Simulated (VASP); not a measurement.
**Bi: single point with BLYP**

Crystal: Bi.

```
Bi
1.0
    -2.04793    2.04793    2.04793
     2.04793   -2.04793    2.04793
     2.04793    2.04793   -2.04793
Bi
1
Direct
  0.00000 0.00000 0.00000
```

```yaml
Program: VASP 6.6.1
Task: single point
Functional: BLYP
Potentials_or_basis: VASP PAW PBE potentials, release 64 (Bi_d)
Cutoff: 520 eV
k_mesh: 12 × 12 × 12
Occupations: fermi-dirac, width 0.1 eV
Spin: no spin polarisation
Dipole_correction: no
Further_INCAR_settings: ALGO = Normal; EDIFF = 1e-07; NBANDS = 14
```

```json
{
 "Pressure": "-0.1 GPa"
}
```

Levels at points of the mesh, in eV from the Fermi level:
```csv
k point,band 3,band 4,band 5,band 6,band 7,band 8,band 9,band 10,band 11,band 12
"(0.00, 0.00, 0.00)",-22.90,-22.80,-22.80,-12.92,4.27,4.27,4.27,8.36,10.71,10.71
"(0.50, 0.00, 0.00)",-22.81,-22.81,-22.74,-10.45,-4.43,1.28,3.11,5.97,7.55,12.06
"(0.50, 0.50, 0.50)",-22.76,-22.76,-22.76,-8.78,-1.62,-1.62,-1.62,3.98,3.98,15.05
```

It took 27 s on 1 thread of AMD EPYC 7R43 64-Core Processor (Zen 3), on a shared host, peak memory 0.13 GiB.

Caveat: the PAW data sets were made with another functional, which shifts forces and pressure a little; spin-orbit coupling is left out, which moves the levels of the heavy elements.
